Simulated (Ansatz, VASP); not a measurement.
## BaTe in VASP and in Ansatz

```
Ba Te
1.0
     4.36903    0.00000    0.00000
     0.00000    4.36903    0.00000
     0.00000    0.00000    4.26247
Ba Te
1 1
Direct
  0.00000 0.00000 0.00000
  0.50000 0.50000 0.50000
```

Change from the starting cell: strain +0.025 along x and y, +0.000 along z, atoms carried along.

Alike in both runs: task single point; functional LDA; k mesh 6 × 6 × 6; occupations gaussian, width 0.05 eV; no spin polarisation.

```csv
,VASP,Ansatz
version,VASP 6.6.1,Ansatz 0.2.0
potentials or method,"VASP PAW LDA potentials, release 64 (Ba_sv, Te), cutoff 520 eV","scalar-relativistic, plane waves, PAW"
valence electrons in the cell,16,26
```

VASP gave:

```
gap on the k mesh at the Fermi level (eV)                     : 0.64
least direct gap on the mesh (eV)                             : 0.68
pressure (GPa)                                                : -4.0
traceless stress, the component that is largest in VASP (GPa) : 1.11
```

Which values does Ansatz return?

gap on the k mesh at the Fermi level (eV): 0.74; least direct gap on the mesh (eV): 0.76; pressure (GPa): -4.4; traceless stress, the component that is largest in VASP (GPa): 1.11.

LDA's correlation is that of Perdew and Zunger in VASP and of Perdew and Wang (1992) in Ansatz. VASP's potentials hold 16 valence electrons a cell and Ansatz's 26, so a difference there can come from the potentials and not from the codes.

Neither program's run includes spin-orbit coupling.
